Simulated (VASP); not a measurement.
# CeO2 (Fm-3m) in VASP: a series of runs, part 2 of 2

VASP 6.6.1.

## Step 5: Single point, PBE (13.19 Å³/atom)

INCAR reads:

```
ALGO = Normal
EDIFF = 1E-6
ENCUT = 520
GGA = PE
ISIF = 2
ISMEAR = 0
LASPH = True
LCHARG = False
LREAL = False
LWAVE = False
NBANDS = 19
NELM = 100
PREC = Accurate
SIGMA = 0.02
```

KPOINTS reads:

```
k-points
0
Gamma
  10 10 10
```

POSCAR reads:

```
CeO2
1.0
    0.0000000000      2.7043592785      2.7043592785
    2.7043592785      0.0000000000      2.7043592785
    2.7043592785      2.7043592785      0.0000000000
Ce O
1 2
Direct
    0.0000000000      0.0000000000      0.0000000000
    0.2500000000      0.2500000000      0.2500000000
    0.7500000000      0.7500000000      0.7500000000
```

Potentials or basis: VASP PAW PBE potentials, release 64 (Ce, O).

On the command line:

```console
$ cat potpaw_PBE.64/Ce/POTCAR potpaw_PBE.64/O/POTCAR > POTCAR
$ mpirun -np 1 vasp_std > vasp.out
```

OUTCAR:

```text
EDIFF = 1E-6
   ENCUT = 520
   GGA = PE
   ISIF = 2
   ISMEAR = 0
   LASPH = True
   LREAL = False
   NELM = 100
   PREC = Accurate

 ion  position               nearest neighbor table
   1  0.000  0.000  0.000-   3 2.34   3 2.34   3 2.34   2 2.34   3 2.34   2 2.34   2 2.34   2 2.34

   2  0.250  0.250  0.250-   1 2.34   1 2.34   1 2.34   1 2.34
   3  0.750  0.750  0.750-   1 2.34   1 2.34   1 2.34   1 2.34

  LATTYP: Found a face centered cubic cell.
 ALAT       =     5.4087185570

  Lattice vectors:

 A1 = (   0.0000000000,   2.7043592785,   2.7043592785)
 A2 = (   2.7043592785,   0.0000000000,   2.7043592785)
 A3 = (   2.7043592785,   2.7043592785,   0.0000000000)

Analysis of symmetry for initial positions (statically):
=====================================================================
 Subroutine PRICEL returns:
 Original cell was already a primitive cell.

 Routine SETGRP: Setting up the symmetry group for a
 face centered cubic supercell.

 Subroutine GETGRP returns: Found 48 space group operations
 (whereof 48 operations were pure point group operations)
 out of a pool of 48 trial point group operations.

The static configuration has the point symmetry O_h .

Analysis of symmetry for dynamics (positions and initial velocities):
=====================================================================
 Subroutine PRICEL returns:
 Original cell was already a primitive cell.

 Routine SETGRP: Setting up the symmetry group for a
 face centered cubic supercell.

 Subroutine GETGRP returns: Found 48 space group operations
 (whereof 48 operations were pure point group operations)
 out of a pool of 48 trial point group operations.

The dynamic configuration has the point symmetry O_h .

 Subroutine INISYM returns: Found 48 space group operations
 (whereof 48 operations are pure point group operations),
 and found     1 'primitive' translations

----------------------------------------------------------------------------------------

                                     Primitive cell

  volume of cell :      39.5570

  direct lattice vectors                    reciprocal lattice vectors
     0.000000000  2.704359279  2.704359279    -0.184886677  0.184886677  0.184886677
     2.704359279  0.000000000  2.704359279     0.184886677 -0.184886677  0.184886677
     2.704359279  2.704359279  0.000000000     0.184886677  0.184886677 -0.184886677

  length of vectors
     3.824541569  3.824541569  3.824541569     0.320233118  0.320233118  0.320233118

  position of ions in fractional coordinates (direct lattice)
     0.000000000  0.000000000  0.000000000
     0.250000000  0.250000000  0.250000000
     0.750000000  0.750000000  0.750000000

  ion indices of the primitive-cell ions
   primitive index   ion index
                 1           1
                 2           2
                 3           3

----------------------------------------------------------------------------------------

 KPOINTS: k-points

Automatic generation of k-mesh.
 Grid dimensions read from file:
 generate k-points for:   10   10   10

 Generating k-lattice:

  Cartesian coordinates                     Fractional coordinates (reciprocal lattice)
    -0.018488668  0.018488668  0.018488668     0.100000000  0.000000000  0.000000000
     0.018488668 -0.018488668  0.018488668     0.000000000  0.100000000  0.000000000
     0.018488668  0.018488668 -0.018488668     0.000000000  0.000000000  0.100000000

  Length of vectors
     0.032023312  0.032023312  0.032023312

  Shift w.r.t. Gamma in fractional coordinates (k-lattice)
     0.000000000  0.000000000  0.000000000

 Subroutine IBZKPT returns following result:
 ===========================================

 Found     47 irreducible k-points:

 Following reciprocal coordinates:
            Coordinates               Weight
  0.000000  0.000000  0.000000      1.000000
  0.100000  0.000000  0.000000      8.000000
  0.200000  0.000000  0.000000      8.000000
  0.300000  0.000000  0.000000      8.000000
  0.400000  0.000000  0.000000      8.000000
  0.500000  0.000000  0.000000      4.000000
[... 16 lines left out ...]
  0.300000  0.300000  0.000000      6.000000
  0.400000  0.300000  0.000000     24.000000
 [... further k-points ...]
   k-points           NKPTS =     47   k-points in BZ     NKDIM =     47   number of bands    NBANDS=     19
   number of dos      NEDOS =    301   number of ions     NIONS =      3
   total plane-waves  NPLWV =  21952
   dimension x,y,z NGX =    28 NGY =   28 NGZ =   28
   dimension x,y,z NGXF=    56 NGYF=   56 NGZF=   56
   ions per type =               1   2
   NGX,Y,Z   is equivalent  to a cutoff of  12.17, 12.17, 12.17 a.u.
   NGXF,Y,Z  is equivalent  to a cutoff of  24.34, 24.34, 24.34 a.u.
 SYSTEM =  unknown system
   PREC   = accura    normal or accurate (medium, high low for compatibility)
   ISTART =      0    job   : 0-new  1-cont  2-samecut
   ICHARG =      2    charge: 1-file 2-atom 10-const
   ISPIN  =      1    spin polarized calculation?
   LNONCOLLINEAR =      F non collinear calculations
   LSORBIT =      F    spin-orbit coupling
   LASPH  =      T    aspherical Exc in radial PAW
   ENCUT  =  520.0 eV  38.22 Ry    6.18 a.u.   7.11  7.11  7.11*2*pi/ulx,y,z
   NELM   =    100;   NELMIN=  2; NELMDL= -5     # of ELM steps
   EDIFF  = 0.1E-05   stopping-criterion for ELM
   LREAL  =      F    real-space projection
   EDIFFG = 0.1E-04   stopping-criterion for IOM
   NSW    =      0    number of steps for IOM
   IBRION =     -1    ionic relax: 0-MD 1-quasi-New 2-CG
   NFREE  =      0    steps in history (QN), initial steepest desc. (CG)
   ISIF   =      2    stress and relaxation
   ISYM   =      2    0-nonsym 1-usesym 2-fastsym
   POTIM  = 0.5000    time-step for ionic-motion
   TEBEG  =    0.0;   TEEND  =   0.0 temperature during run
   PSTRESS=    0.0 pullay stress
   NELECT =      24.0000    total number of electrons
   NUPDOWN=      -1.0000    fix difference up-down
   EMIN   =  10.00;   EMAX   =-10.00  energy-range for DOS
   EFERMI =   0.00;   METHOD = LEGACY
   ISMEAR =     0;   SIGMA  =   0.02  broadening in eV -4-tet -1-fermi 0-gaus
   EFERMI_NEDOS =   21; number of points for ismear=-14 and -15
   IALGO  =     38    algorithm
   IMIX   =      4    mixing-type and parameters
     AMIX     =   0.40;   BMIX     =  1.00
     AMIX_MAG =   1.60;   BMIX_MAG =  1.00
  volume/ion in A,a.u.               =      13.19        88.98
  Fermi-wavevector in a.u.,A,eV,Ry     =   1.385918  2.619005 26.133644  1.920769
  Thomas-Fermi vector in A             =   2.510283
   LORBIT       =      0    0 simple, 1 ext, 2 COOP (PROOUT), +10 PAW based schemes
   GGA     = PE    functional components
   LHFCALC =     F    Hartree Fock is set to
   AEXX    =    0.0000 exact exchange contribution
   IVDW    =     0    specifies the selected vdW correction
   LEPSILON=     F    determine dielectric tensor
   LRPA    =     F    only Hartree local field effects (RPA)
 non-spin polarized calculation
 Gauss-broadening in eV      SIGMA  =   0.02
  energy-cutoff  :      520.00
  volume of cell :       39.56
 maximum number of plane-waves:      1090
   NGX = 15   NGY = 15   NGZ = 15

 number of electron      23.9999995 magnetization

 Free energy of the ion-electron system (eV)
  ---------------------------------------------------
  ext. energy  EPLUGINS =         0.00000000
  ---------------------------------------------------
  free energy    TOTEN  =       -26.20686380 eV

  energy without entropy =      -26.20686380  energy(sigma->0) =      -26.20686380

 E-fermi :   5.4377     XC(G=0): -11.3328

 val. band max:        5.3418558612   @ k =  -0.3000   0.3000   0.0000
 cond. band min:       7.3154395017   @ k =   0.5000   0.0000   0.0000
 fundamental gap:      1.9735836405
 Fermi energy:         5.4377172333

 k-point     1 :       0.0000    0.0000    0.0000
  band No.  band energies     occupation
      1     -27.0590      2.00000
      2     -10.9779      2.00000
      3     -10.0321      2.00000
      4      -9.2028      2.00000
      5      -9.2028      2.00000
      6      -9.2028      2.00000
[... 11 lines left out ...]
     18       8.3071      0.00000
     19       8.3071      0.00000
[... 489 lines left out ...]
      3     -11.0082      2.00000
      4      -9.6813      2.00000
      5      -9.3162      2.00000
      6      -6.6545      2.00000
[... 11 lines left out ...]
     18       7.9623      0.00000
     19       8.2698      0.00000

 [... further k-points ...]

------------------------ aborting loop because EDIFF is reached ----------------------------------------

  FORCE on cell =-STRESS in cart. coord.  units (eV):
  Direction    XX          YY          ZZ          XY          YZ          ZX
  --------------------------------------------------------------------------------------
  -------------------------------------------------------------------------------------
  Total        1.4035618      1.4035618      1.4035618      0.0000000     -0.0000000      0.0000000
  in kB       56.8484950     56.8484950     56.8484950      0.0000000     -0.0000000      0.0000000
  external PRESSURE =      56.8484950 kB  Pullay stress =       0.0000000 kB

 VOLUME and BASIS-vectors are now :
 -----------------------------------------------------------------------------
  energy-cutoff  :      520.00
  volume of cell :       39.56
      direct lattice vectors                 reciprocal lattice vectors
     0.000000000  2.704359279  2.704359279    -0.184886677  0.184886677  0.184886677
     2.704359279  0.000000000  2.704359279     0.184886677 -0.184886677  0.184886677
     2.704359279  2.704359279  0.000000000     0.184886677  0.184886677 -0.184886677

 POSITION                                       TOTAL-FORCE (eV/Angst)
 -----------------------------------------------------------------------------------
      0.00000      0.00000      0.00000        -0.000000      0.000000     -0.000000
      1.35218      1.35218      1.35218         0.000000      0.000000     -0.000000
      4.05654      4.05654      4.05654        -0.000000     -0.000000      0.000000
 -----------------------------------------------------------------------------------
    total drift:                                0.000000      0.000000      0.000000

  FREE ENERGIE OF THE ION-ELECTRON SYSTEM (eV)
  ---------------------------------------------------
  free  energy   TOTEN  =       -26.2068638025 eV

  energy  without entropy=      -26.2068638025  energy(sigma->0) =      -26.20686380
```

OSZICAR:

```text
N       E                     dE             d eps       ncg     rms          rms(c)
DAV:   1     0.232540566431E+03    0.23254E+03   -0.11451E+04  1826   0.170E+03
DAV:   2     0.118831346573E+02   -0.22066E+03   -0.18993E+03  2157   0.291E+02
DAV:   3    -0.302871149554E+02   -0.42170E+02   -0.39961E+02  2136   0.148E+02
DAV:   4    -0.316867060075E+02   -0.13996E+01   -0.13980E+01  2335   0.270E+01
[... 10 lines left out ...]
DAV:  15    -0.262070753684E+02    0.16055E-02   -0.20120E-03  1922   0.671E-01    0.250E-01
DAV:  16    -0.262068832092E+02    0.19216E-03   -0.53195E-04  2934   0.242E-01    0.102E-01
DAV:  17    -0.262068679137E+02    0.15295E-04   -0.32238E-05  2286   0.634E-02    0.567E-02
DAV:  18    -0.262068638098E+02    0.41039E-05   -0.11607E-05  3019   0.356E-02    0.758E-03
DAV:  19    -0.262068638025E+02    0.72769E-08   -0.56622E-07  1067   0.615E-03
   1 F= -.26206864E+02 E0= -.26206864E+02  d E =-.142685E-13
```

Run time: 79 s. Hardware: 1 thread of Intel Xeon 8259CL, shared host; peak memory 0.19 GiB.

What came out:

```yaml
Free_energy: -26.2069 eV
Pressure: 5.7 GPa
Band_gap_on_the_k_mesh: 1.97 eV (least direct gap 2.05 eV)
```

Levels at points of the mesh, in eV from the valence-band top:
| k point | band 9 | band 10 | band 11 | band 12 | band 13 | band 14 | band 15 | band 16 |
| --- | --- | --- | --- | --- | --- | --- | --- | --- |
| (0.00, 0.00, 0.00) | -3.87 | -0.60 | -0.60 | -0.60 | 2.30 | 2.30 | 2.30 | 2.55 |
| (0.50, 0.00, 0.00) | -1.25 | -1.19 | -0.78 | -0.78 | 1.97 | 2.16 | 2.16 | 2.31 |
| (0.50, 0.50, 0.00) | -1.17 | -0.78 | -0.78 | -0.61 | 2.01 | 2.11 | 2.11 | 2.28 |

Caveat: the cell stands under pressure; spin-orbit coupling is left out, which moves the levels of the heavy elements; semilocal functionals describe open f shells poorly, which spoils levels, moments and volumes. Spin polarisation is off, so any magnetic state and its effect on volume and gap are missing.

## Step 6: Summary

```tsv
cell	k mesh	smearing	gap on the mesh (eV)	pressure (GPa)
a = 3.824 Å, angles 60.0°, 3 atoms	6 × 6 × 6	gaussian 0.1 eV	2.07	5.8
a = 3.744 Å, angles 60.0°, 3 atoms	10 × 10 × 10	gaussian 0.02 eV	2.16	20.2
a = 3.785 Å, angles 60.0°, 3 atoms	10 × 10 × 10	gaussian 0.02 eV	2.07	12.3
a = 3.825 Å, angles 60.0°, 3 atoms	10 × 10 × 10	gaussian 0.02 eV	1.97	5.7
```

Alike in all rows: task single point; level PBE; potentials or basis VASP PAW PBE potentials, release 64 (Ce, O); no spin polarisation; cutoff (eV) 520.

Caveats: the cell stands under pressure; spin-orbit coupling is left out, which moves the levels of the heavy elements; semilocal functionals describe open f shells poorly, which spoils levels, moments and volumes.

Total energies depend on the potentials used, so only differences within one code and one set of settings carry meaning.
